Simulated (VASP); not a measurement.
# Pt (Fm-3m) in VASP: a series of runs, part 2 of 2

VASP 6.6.1.

### 4 Single point, RPBE

This run uses another cell than the first one, of 15.94 Å³/atom.

The input, INCAR:

```
SYSTEM = Pt
PREC = Accurate
ENCUT = 500
EDIFF = 1E-6
ISMEAR = -1
SIGMA = 0.1
LREAL = .False.
LASPH = .True.
NELM = 120
ALGO = Normal
ISIF = 2
LWAVE = .False.
LCHARG = .False.
GGA = RP
NBANDS = 11
GGA_COMPAT = .False.
```

The input, KPOINTS:

```
regular mesh
0
Gamma
  12 12 12
  0 0 0
```

The input, POSCAR:

```
Pt
1.0
    0.0000000000      1.9975902035      1.9975902035
    1.9975902035      0.0000000000      1.9975902035
    1.9975902035      1.9975902035      0.0000000000
Pt
1
Direct
    0.0000000000      0.0000000000      0.0000000000
```

Potentials or basis: VASP PAW PBE potentials, release 64 (Pt).

Launch:

```sh
cat potpaw_PBE.64/Pt/POTCAR > POTCAR
mpirun -np 1 vasp_std > vasp.out
```

OUTCAR:

```text
SYSTEM = Pt
   PREC = Accurate
   ENCUT = 500
   EDIFF = 1E-6
   ISMEAR = -1
   LREAL = .False.
   LASPH = .True.
   NELM = 120
   ISIF = 2
   GGA = RP

 ion  position               nearest neighbor table
   1  0.000  0.000  0.000-

  LATTYP: Found a face centered cubic cell.
 ALAT       =     3.9951804070

  Lattice vectors:

 A1 = (   0.0000000000,   1.9975902035,   1.9975902035)
 A2 = (   1.9975902035,   0.0000000000,   1.9975902035)
 A3 = (   1.9975902035,   1.9975902035,   0.0000000000)

Analysis of symmetry for initial positions (statically):
=====================================================================
 Subroutine PRICEL returns:
 Original cell was already a primitive cell.

 Routine SETGRP: Setting up the symmetry group for a
 face centered cubic supercell.

 Subroutine GETGRP returns: Found 48 space group operations
 (whereof 48 operations were pure point group operations)
 out of a pool of 48 trial point group operations.

The static configuration has the point symmetry O_h .

Analysis of symmetry for dynamics (positions and initial velocities):
=====================================================================
 Subroutine PRICEL returns:
 Original cell was already a primitive cell.

 Routine SETGRP: Setting up the symmetry group for a
 face centered cubic supercell.

 Subroutine GETGRP returns: Found 48 space group operations
 (whereof 48 operations were pure point group operations)
 out of a pool of 48 trial point group operations.

The dynamic configuration has the point symmetry O_h .

 Subroutine INISYM returns: Found 48 space group operations
 (whereof 48 operations are pure point group operations),
 and found     1 'primitive' translations

----------------------------------------------------------------------------------------

                                     Primitive cell

  volume of cell :      15.9422

  direct lattice vectors                    reciprocal lattice vectors
     0.000000000  1.997590203  1.997590203    -0.250301588  0.250301588  0.250301588
     1.997590203  0.000000000  1.997590203     0.250301588 -0.250301588  0.250301588
     1.997590203  1.997590203  0.000000000     0.250301588  0.250301588 -0.250301588

  length of vectors
     2.825019158  2.825019158  2.825019158     0.433535068  0.433535068  0.433535068

  position of ions in fractional coordinates (direct lattice)
     0.000000000  0.000000000  0.000000000

  ion indices of the primitive-cell ions
   primitive index   ion index
                 1           1

----------------------------------------------------------------------------------------

 KPOINTS: regular mesh

Automatic generation of k-mesh.
 Grid dimensions read from file:
 generate k-points for:   12   12   12

 Generating k-lattice:

  Cartesian coordinates                     Fractional coordinates (reciprocal lattice)
    -0.020858466  0.020858466  0.020858466     0.083333333  0.000000000  0.000000000
     0.020858466 -0.020858466  0.020858466     0.000000000  0.083333333  0.000000000
     0.020858466  0.020858466 -0.020858466     0.000000000  0.000000000  0.083333333

  Length of vectors
     0.036127922  0.036127922  0.036127922

  Shift w.r.t. Gamma in fractional coordinates (k-lattice)
     0.000000000  0.000000000  0.000000000

 Subroutine IBZKPT returns following result:
 ===========================================

 Found     72 irreducible k-points:

 Following reciprocal coordinates:
            Coordinates               Weight
  0.000000  0.000000  0.000000      1.000000
  0.083333  0.000000  0.000000      8.000000
  0.166667  0.000000  0.000000      8.000000
  0.250000  0.000000  0.000000      8.000000
  0.333333  0.000000  0.000000      8.000000
  0.416667  0.000000  0.000000      8.000000
[... 16 lines left out ...]
  0.500000  0.166667  0.000000     24.000000
 -0.416667  0.166667  0.000000     24.000000
 [... further k-points ...]
   k-points           NKPTS =     72   k-points in BZ     NKDIM =     72   number of bands    NBANDS=     11
   number of dos      NEDOS =    301   number of ions     NIONS =      1
   total plane-waves  NPLWV =  13824
   dimension x,y,z NGX =    24 NGY =   24 NGZ =   24
   dimension x,y,z NGXF=    48 NGYF=   48 NGZF=   48
   ions per type =               1
   NGX,Y,Z   is equivalent  to a cutoff of  14.12, 14.12, 14.12 a.u.
   NGXF,Y,Z  is equivalent  to a cutoff of  28.25, 28.25, 28.25 a.u.
 SYSTEM =  Pt
   PREC   = accura    normal or accurate (medium, high low for compatibility)
   ISTART =      0    job   : 0-new  1-cont  2-samecut
   ICHARG =      2    charge: 1-file 2-atom 10-const
   ISPIN  =      1    spin polarized calculation?
   LNONCOLLINEAR =      F non collinear calculations
   LSORBIT =      F    spin-orbit coupling
   LASPH  =      T    aspherical Exc in radial PAW
   ENCUT  =  500.0 eV  36.75 Ry    6.06 a.u.   5.15  5.15  5.15*2*pi/ulx,y,z
   NELM   =    120;   NELMIN=  2; NELMDL= -5     # of ELM steps
   EDIFF  = 0.1E-05   stopping-criterion for ELM
   LREAL  =      F    real-space projection
   EDIFFG = 0.1E-04   stopping-criterion for IOM
   NSW    =      0    number of steps for IOM
   IBRION =     -1    ionic relax: 0-MD 1-quasi-New 2-CG
   NFREE  =      0    steps in history (QN), initial steepest desc. (CG)
   ISIF   =      2    stress and relaxation
   ISYM   =      2    0-nonsym 1-usesym 2-fastsym
   POTIM  = 0.5000    time-step for ionic-motion
   TEBEG  =    0.0;   TEEND  =   0.0 temperature during run
   PSTRESS=    0.0 pullay stress
   NELECT =      10.0000    total number of electrons
   NUPDOWN=      -1.0000    fix difference up-down
   EMIN   =  10.00;   EMAX   =-10.00  energy-range for DOS
   EFERMI =   0.00;   METHOD = LEGACY
   ISMEAR =    -1;   SIGMA  =   0.10  broadening in eV -4-tet -1-fermi 0-gaus
   EFERMI_NEDOS =   21; number of points for ismear=-14 and -15
   IALGO  =     38    algorithm
   IMIX   =      4    mixing-type and parameters
     AMIX     =   0.40;   BMIX     =  1.00
     AMIX_MAG =   1.60;   BMIX_MAG =  1.00
  volume/ion in A,a.u.               =      15.94       107.58
  Fermi-wavevector in a.u.,A,eV,Ry     =   1.401388  2.648240 26.720328  1.963889
  Thomas-Fermi vector in A             =   2.524254
   LORBIT       =      0    0 simple, 1 ext, 2 COOP (PROOUT), +10 PAW based schemes
   GGA     = RP    functional components
   LHFCALC =     F    Hartree Fock is set to
   AEXX    =    0.0000 exact exchange contribution
   IVDW    =     0    specifies the selected vdW correction
   LEPSILON=     F    determine dielectric tensor
   LRPA    =     F    only Hartree local field effects (RPA)
 non-spin polarized calculation
  energy-cutoff  :      500.00
  volume of cell :       15.94
 maximum number of plane-waves:       419
 NGX is ok and might be reduce to    24
   NGX = 11   NGY = 11   NGZ = 11

 number of electron      10.0000001 magnetization

 Free energy of the ion-electron system (eV)
  ---------------------------------------------------
  ext. energy  EPLUGINS =         0.00000000
  ---------------------------------------------------
  free energy    TOTEN  =        -5.49158214 eV

  energy without entropy =       -5.43671995  energy(sigma->0) =       -5.46415105

 E-fermi :  10.3403     XC(G=0): -13.0968

 val. band max:       10.3373098312   @ k =   0.4167   0.4167   0.0000
 cond. band min:      10.3445920290   @ k =  -0.3333   0.4167   0.0833
 fundamental gap:      0.0072821978
 Fermi energy:        10.3402525669

 k-point     1 :       0.0000    0.0000    0.0000
  band No.  band energies     occupation
      1       0.7407      2.00000
      2       6.8667      2.00000
      3       6.8667      2.00000
      4       6.8667      2.00000
      5       8.8219      2.00000
      6       8.8219      2.00000
      7      25.0688      0.00000
      8      29.7459      0.00000
      9      29.7459      0.00000
     10      29.7459      0.00000
     11      34.8752      0.00000
[... 309 lines left out ...]
 k-point    24 :      -0.4167    0.1667    0.0000
  band No.  band energies     occupation
      1       4.3384      2.00000
      2       6.2917      2.00000
      3       7.4367      2.00000
      4       7.7262      2.00000
      5      10.0450      1.90074
      6      13.2542      0.00000
      7      16.0164      0.00000
      8      24.8295      0.00000
      9      26.9776      0.00000
     10      28.3798      0.00000
     11      36.5795      0.00000

 [... further k-points ...]

------------------------ aborting loop because EDIFF is reached ----------------------------------------

  FORCE on cell =-STRESS in cart. coord.  units (eV):
  Direction    XX          YY          ZZ          XY          YZ          ZX
  --------------------------------------------------------------------------------------
  -------------------------------------------------------------------------------------
  Total       -0.0459459     -0.0459459     -0.0459459     -0.0000000     -0.0000000     -0.0000000
  in kB       -4.6175109     -4.6175109     -4.6175109     -0.0000000     -0.0000000     -0.0000000
  external PRESSURE =      -4.6175109 kB  Pullay stress =       0.0000000 kB

 VOLUME and BASIS-vectors are now :
 -----------------------------------------------------------------------------
  energy-cutoff  :      500.00
  volume of cell :       15.94
      direct lattice vectors                 reciprocal lattice vectors
     0.000000000  1.997590203  1.997590203    -0.250301588  0.250301588  0.250301588
     1.997590203  0.000000000  1.997590203     0.250301588 -0.250301588  0.250301588
     1.997590203  1.997590203  0.000000000     0.250301588  0.250301588 -0.250301588

 POSITION                                       TOTAL-FORCE (eV/Angst)
 -----------------------------------------------------------------------------------
      0.00000      0.00000      0.00000        -0.000000      0.000000     -0.000000
 -----------------------------------------------------------------------------------
    total drift:                                0.000000      0.000000     -0.000000

  FREE ENERGIE OF THE ION-ELECTRON SYSTEM (eV)
  ---------------------------------------------------
  free  energy   TOTEN  =        -5.4915821401 eV

  energy  without entropy=       -5.4367199527  energy(sigma->0) =       -5.46415105
```

OSZICAR:

```text
N       E                     dE             d eps       ncg     rms          rms(c)
DAV:   1     0.393103557352E+02    0.39310E+02   -0.52356E+03  1616   0.815E+02
DAV:   2    -0.518794073475E+01   -0.44498E+02   -0.42782E+02  1802   0.171E+02
DAV:   3    -0.581862014627E+01   -0.63068E+00   -0.62798E+00  1833   0.196E+01
DAV:   4    -0.582110760520E+01   -0.24875E-02   -0.24873E-02  1830   0.146E+00
DAV:   5    -0.582112874014E+01   -0.21135E-04   -0.21135E-04  1848   0.125E-01    0.108E+01
DAV:   6    -0.552253860626E+01    0.29859E+00   -0.72905E-01  1698   0.673E+00    0.590E+00
DAV:   7    -0.549405620858E+01    0.28482E-01   -0.11284E-01  1794   0.260E+00    0.244E+00
DAV:   8    -0.549171110912E+01    0.23451E-02   -0.43442E-03  1722   0.537E-01    0.460E-01
DAV:   9    -0.549157961468E+01    0.13149E-03   -0.10124E-04  1778   0.852E-02    0.553E-02
DAV:  10    -0.549158237267E+01   -0.27580E-05   -0.47176E-06  1922   0.190E-02    0.545E-03
DAV:  11    -0.549158214009E+01    0.23258E-06   -0.39327E-08   954   0.182E-03
   1 F= -.54915821E+01 E0= -.54641510E+01  d E =-.548622E-01
```

Wall time 8.7 s (1 thread of Intel Xeon Platinum 8488C (Sapphire Rapids), shared host); peak memory 0.14 GiB.

What came out:

| Item | Value |
| --- | --- |
| Free energy | -5.4916 eV |
| Pressure | -0.5 GPa |
| Band gap on the k mesh | zero (bands 5 and 6 overlap by 2.03 eV) |

Caveat: the PAW data sets were made with another functional, which shifts forces and pressure a little; spin-orbit coupling is left out, which moves the levels of the heavy elements.

### 5 Single point, r2SCAN+D4

This run uses another cell than the first one, of 15.19 Å³/atom.

The input, POSCAR:

```
Pt
1.0
    0.0000000000      1.9657680616      1.9657680616
    1.9657680616      0.0000000000      1.9657680616
    1.9657680616      1.9657680616      0.0000000000
Pt
1
Direct
    0.0000000000      0.0000000000      0.0000000000
```

The input, INCAR.step1:

```
SYSTEM = Pt
ALGO = Normal ; EDIFF = 1E-5
ENCUT = 550 ; GGA = PE
GGA_COMPAT = .FALSE. ; ISMEAR = -1
LASPH = .TRUE. ; LCHARG = .FALSE.
LREAL = .FALSE. ; LWAVE = .TRUE.
NBANDS = 11 ; NELM = 120
PREC = Accurate ; SIGMA = 0.1
```

The input, INCAR.step2:

```
SYSTEM = Pt
ALGO = Normal ; EDIFF = 1E-6
ENCUT = 550 ; GGA_COMPAT = .FALSE.
ISIF = 2 ; ISMEAR = -1
ISTART = 1 ; IVDW = 13
LASPH = .TRUE. ; LCHARG = .FALSE.
LMIXTAU = .TRUE. ; LREAL = .FALSE.
LWAVE = .FALSE. ; METAGGA = R2SCAN
NBANDS = 11 ; NELM = 120
PREC = Accurate ; SIGMA = 0.1
VDW_A1 = 0.51559235 ; VDW_A2 = 5.77342911
VDW_S6 = 1.0 ; VDW_S8 = 0.6018749
```

The input, KPOINTS:

```
k-points
0
G
  12 12 12
  0 0 0
```

Launch:

```sh
cat potpaw_PBE.64/Pt/POTCAR > POTCAR
cp INCAR.step1 INCAR
mpirun -np 1 vasp_std > vasp.out
cp INCAR.step2 INCAR
mpirun -np 1 vasp_std > vasp.out
```

Run time: 40 s. Hardware: 1 thread of Intel Xeon Platinum 8488C (Sapphire Rapids), shared host; peak memory 0.15 GiB.

Results (log left out):

```
Free energy                : -51.7837 eV
Pressure                   : 0.8 GPa
Band gap on the k mesh     : zero (bands 5 and 6 overlap by 2.35 eV)
Dispersion energy per atom : -0.254 eV
```

Levels at points of the mesh, in eV from the Fermi level:
| k point | band 1 | band 2 | band 3 | band 4 | band 5 | band 6 | band 7 | band 8 | band 9 | band 10 |
| --- | --- | --- | --- | --- | --- | --- | --- | --- | --- | --- |
| (0.00, 0.00, 0.00) | -10.44 | -3.89 | -3.89 | -3.89 | -1.75 | -1.75 | 15.47 | 20.60 | 20.60 | 20.60 |
| (0.50, 0.00, 0.00) | -7.52 | -3.99 | -3.99 | -0.30 | 0.00 | 0.00 | 6.08 | 15.11 | 19.88 | 19.88 |
| (0.50, 0.50, 0.00) | -7.24 | -6.81 | -0.08 | 0.49 | 0.49 | 1.93 | 9.24 | 11.97 | 11.97 | 21.16 |

Caveat: the PAW data sets were made with another functional, which shifts forces and pressure a little; spin-orbit coupling is left out, which moves the levels of the heavy elements.

### 6 Summary

| level | cell | cutoff (eV) | gap on the mesh (eV) | pressure (GPa) |
| --- | --- | --- | --- | --- |
| revPBE+D3(BJ) | a = 2.764 Å, angles 60.0°, 1 atom | 500 | none | -0.6 |
| PBE+D4 | a = 2.783 Å, angles 60.0°, 1 atom | 500 | none | -0.5 |
| RPBE | a = 2.825 Å, angles 60.0°, 1 atom | 500 | none | -0.5 |
| r2SCAN+D4 | a = 2.780 Å, angles 60.0°, 1 atom | 550 | none | 0.8 |

Alike in all rows: task single point; potentials or basis VASP PAW PBE potentials, release 64 (Pt); no spin polarisation; k mesh 12 × 12 × 12; smearing fermi-dirac 0.1 eV.

Caveats: spin-orbit coupling is left out, which moves the levels of the heavy elements; the PAW data sets were made with another functional, which shifts forces and pressure a little (at least some runs).

Absolute energies hang on the potentials; compare differences alone.
